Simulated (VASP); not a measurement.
Write the native input for VASP 6.6.1 that does the following.

```
Task                   : single point
Functional             : LDA
Potentials or basis    : VASP PAW LDA potentials, release 64 (Ba_sv)
Cutoff                 : 520 eV
k mesh                 : 15 × 15 × 12
Occupations            : gaussian, width 0.15 eV
Spin                   : no spin polarisation
Dipole correction      : no
Further INCAR settings : ALGO = Fast; EDIFF = 1e-07; NBANDS = 11
```

The structure of Ba lies in POSCAR:

```
Ba
1.0
    4.6565427937      0.0000000000      0.0000000000
   -2.3282713969      4.0326843532      0.0000000000
    0.0000000000      0.0000000000      4.2264863640
Ba
1
Direct
    0.0000000000      0.0000000000      0.0000000000
```

This cell differs from its parent crystal: strain +0.080 along x and y, +0.080 along z.

These files were run (other wordings do the same):

INCAR

```
SYSTEM = Ba
ALGO = Fast
EDIFF = 1E-7
ENCUT = 520
ISIF = 2
ISMEAR = 0
LASPH = .TRUE.
LCHARG = .FALSE.
LREAL = .FALSE.
LWAVE = .FALSE.
NBANDS = 11
NELM = 80
PREC = Accurate
SIGMA = 0.15
```

KPOINTS

```
k-points
0
G
  15 15 12
  0 0 0
```

Potentials or basis: VASP PAW LDA potentials, release 64 (Ba_sv).

Run with:

```sh
$ cat potpaw_LDA.64/Ba_sv/POTCAR > POTCAR
$ mpirun -np 1 vasp_std > vasp.out
```

Results of the run:

```json
{
  "Pressure": "-2.0 GPa",
  "Band gap on the k mesh": "zero (band 5 reaches 1.00 eV, above the bottom of band 6 at 0.66 eV)"
}
```

Caveat: the cell differs from its parent crystal (strain +0.080 along x and y, +0.080 along z); spin-orbit coupling is left out, which moves the levels of the heavy elements.

It took 110 s on 1 thread of Intel(R) Xeon(R) Platinum 8375C CPU @ 2.90GHz (Ice Lake), with other jobs on the host, peak memory 0.28 GiB.
